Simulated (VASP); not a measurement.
MnO2:

```xyz
12
Lattice="0.0000 4.0200 4.0200 4.0200 0.0000 4.0200 4.0200 4.0200 0.0000" Properties=species:S:1:pos:R:3 pbc="T T T"
Mn    1.0050    1.0050    1.0050
Mn    3.0150    3.0150    1.0050
Mn    1.0050    3.0150    3.0150
Mn    3.0150    1.0050    3.0150
O     2.9021    2.9021    2.9021
O     5.1379    5.1379    2.9021
O     2.9021    5.1379    5.1379
O     5.1379    2.9021    5.1379
O     4.9121    4.9121    7.1479
O     7.1479    7.1479    7.1479
O     4.9121    7.1479    4.9121
O     7.1479    4.9121    4.9121
```

Base run:

* Program: VASP 6.6.1
* Functional: PBEsol
* Potentials or basis: VASP PAW PBE potentials, release 64 (Mn_pv, O)
* Cutoff: 520 eV
* k mesh: 5 × 5 × 5
* Occupations: fermi-dirac, width 0.05 eV
* Spin: collinear spin, ferromagnetic start
* Starting moments: [2.0, 2.0, 2.0, 2.0, 0.0, 0.0, 0.0, 0.0, 0.0, 0.0, 0.0, 0.0] μB
* Fixed moment: 8 μB

Its results: pressure -7.2 GPa; site moments Mn +1.98; O -0.01 μB; largest force 0.301 eV/Å.

**Question.** The run is repeated on the same cell with these changes: fixed moment from 8 μB to 16 μB; moments at the start from [2.0, 2.0, 2.0, 2.0, 0.0, 0.0, 0.0, 0.0, to [4.0, 4.0, 4.0, 4.0, 0.0, 0.0, 0.0, 0.0,. What comes out?

**Answer.** Pressure 13.6 GPa; site moments Mn +3.15; O +0.32 μB; largest force 0.493 eV/Å.

Caveats: the PAW data sets were made with another functional, which shifts forces and pressure a little; the total moment is fixed, so each spin has its own Fermi level and the state may be an excited one; the run started ferromagnetic, and an antiferromagnetic order may lie lower in energy; the cell stands under tension (at least some runs); the cell stands under pressure (at least some runs).
